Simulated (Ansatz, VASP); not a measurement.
## One calculation of H, two programs

The input INCAR:

```
ALGO = Normal
EDIFF = 1E-6
ENCUT = 520
GGA = PS
ISIF = 2
ISMEAR = 0
LASPH = True
LCHARG = True
LELF = True
LREAL = False
LVHAR = True
LWAVE = False
NBANDS = 6
NELM = 100
PREC = Accurate
SIGMA = 0.05
```

KPOINTS

```
k-points
0
Gamma
  10 10 26
```

POSCAR

```
H
1.0
    2.7556242885      0.0000000000      0.0000000000
    0.0000000000      2.7556242885      0.0000000000
    0.0000000000      0.0000000000      1.0589323536
H
1
Direct
    0.0000000000      0.0000000000      0.5000000000
```

Input for Ansatz:

```yaml
crystal:
  lattice:
    - [2.7556242885, 0.0, 0.0]
    - [0.0, 2.7556242885, 0.0]
    - [0.0, 0.0, 1.0589323536]
  atoms:
    - { symbol: H, position: [0.0, 0.0, 0.5] }
basis:
  ecutwfc: 420
kpoints:
  mp_grid: { grid: [10, 10, 26] }
hamiltonian:
  xc: pbesol
scf:
  occupations: { method: gaussian, width: 0.05 }
output:
  forces: true
  stress: true
  eigenvalues: true
```

Change from the starting cell: strain +0.040 along x and y, +0.080 along z, atoms carried along.

Alike in both runs: task single point; functional PBEsol; k mesh 10 × 10 × 26; occupations gaussian, width 0.05 eV; no spin polarisation.

```csv
,VASP,Ansatz
version,VASP 6.6.1,Ansatz 0.2.0
potentials or method,"VASP PAW PBE potentials, release 64 (H), cutoff 520 eV","scalar-relativistic, plane waves, PAW"
valence electrons in the cell,1,1
```

VASP gave:

| Property | Result |
| --- | --- |
| gap on the k mesh at the Fermi level (eV) | none |
| pressure (GPa) | -5.2 |
| traceless stress, the component that is largest in VASP (GPa) | -12.24 |

Which values does Ansatz return?

gap on the k mesh at the Fermi level (eV): none; pressure (GPa): -4.9; traceless stress, the component that is largest in VASP (GPa): -12.19.

VASP's potentials were made for PBE, not for PBEsol. A gap of «none» marks a metal or a gap that the smearing closes.
